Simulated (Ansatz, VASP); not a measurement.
## Al2O3 in VASP and in Ansatz

Contents of POSCAR:

```
Al2O3
1.0
    2.4507422554      1.4149367009      4.4615418082
   -2.4507422554      1.4149367009      4.4615418082
    0.0000000000     -2.8298734017      4.4615418082
Al O
4 6
Direct
    0.8521397913      0.8521397913      0.8521397913
    0.3521397913      0.3521397913      0.3521397913
    0.1478602087      0.1478602087      0.1478602087
    0.6478602087      0.6478602087      0.6478602087
    0.4446174189      0.0553825811      0.7500000000
    0.0553825811      0.7500000000      0.4446174189
    0.5553825811      0.9446174189      0.2500000000
    0.2500000000      0.5553825811      0.9446174189
    0.9446174189      0.2500000000      0.5553825811
    0.7500000000      0.4446174189      0.0553825811
```

INCAR.step1

```
PREC = Accurate
ENCUT = 520
ISMEAR = 0
SIGMA = 0.01
LREAL = False
LASPH = True
NELM = 60
NBANDS = 35
GGA = PE
ALGO = Normal
EDIFF = 1E-4
LWAVE = True
LCHARG = False
```

INCAR.step2

```
PREC = Accurate
ENCUT = 520
EDIFF = 1E-7
ISMEAR = 0
SIGMA = 0.01
LREAL = False
LASPH = True
NELM = 60
ALGO = Normal
ISIF = 2
LWAVE = False
LCHARG = False
METAGGA = R2SCAN
LMIXTAU = True
NBANDS = 35
ISTART = 1
```

The input KPOINTS:

```
regular mesh
0
Gamma
  6 6 6
```

Input for Ansatz:

```yaml
crystal:
  lattice:
    - [2.4507422554, 1.4149367009, 4.4615418082]
    - [-2.4507422554, 1.4149367009, 4.4615418082]
    - [0.0, -2.8298734017, 4.4615418082]
  atoms:
    - { symbol: Al, position: [0.8521397913, 0.8521397913, 0.8521397913] }
    - { symbol: Al, position: [0.3521397913, 0.3521397913, 0.3521397913] }
    - { symbol: Al, position: [0.1478602087, 0.1478602087, 0.1478602087] }
    - { symbol: Al, position: [0.6478602087, 0.6478602087, 0.6478602087] }
    - { symbol: O, position: [0.4446174189, 0.0553825811, 0.75] }
    - { symbol: O, position: [0.0553825811, 0.75, 0.4446174189] }
    - { symbol: O, position: [0.5553825811, 0.9446174189, 0.25] }
    - { symbol: O, position: [0.25, 0.5553825811, 0.9446174189] }
    - { symbol: O, position: [0.9446174189, 0.25, 0.5553825811] }
    - { symbol: O, position: [0.75, 0.4446174189, 0.0553825811] }
kpoints:
  mp_grid: { grid: [6, 6, 6] }
  band_path:
    path:
      - [0.0, 0.0, 0.0]
      - [0.5, 0.5, 0.5]
      - [0.7662811645, 0.2337188355, 0.5]
      - [0.5, -0.2337188355, 0.2337188355]
      - [0.5, 0.0, 0.0]
      - [0.3668594178, -0.3668594178, 0.0]
      - [0.6331405822, 0.0, 0.3668594178]
      - [0.5, 0.0, 0.5]
      - [-0.104167, 0.0, 0.104167]
    npoints: 1
hamiltonian:
  xc: r2scan
scf:
  occupations: { method: fixed }
  n_extra_bands: 6
output:
  forces: true
  stress: true
  eigenvalues: true
  write_density: true
  write_potential: true
  elf: true
  volumetric_format: npy
```

Change from the starting cell: hydrostatic strain +3.0%.

Alike in both runs: task single point; functional r2SCAN; k mesh 6 × 6 × 6; no spin polarisation.

|  | VASP | Ansatz |
| --- | --- | --- |
| version | VASP 6.6.1 | Ansatz 0.2.0 |
| potentials or method | VASP PAW PBE potentials, release 64 (Al, O) | plane waves, PAW |
| plane-wave cutoff (eV) | 520 | 500 |
| occupations | gaussian, width 0.01 eV | fixed |
| valence electrons in the cell | 48 | 48 |

Ansatz gave:

- gap on the k mesh at the Fermi level (eV): 6.03
- pressure (GPa): -19.1
- traceless stress, the component that is largest in VASP (GPa): 0.67
- rms of the force components (eV/Å): 0.000

**Question.** Which values does VASP return?

**Answer.** gap on the k mesh at the Fermi level (eV): 6.05; pressure (GPa): -19.6; traceless stress, the component that is largest in VASP (GPa): 0.63; rms of the force components (eV/Å): 0.008.

VASP's potentials were made for PBE, not for r2SCAN. Atom by atom the forces differ by 0.007 eV/Å (rms over components).
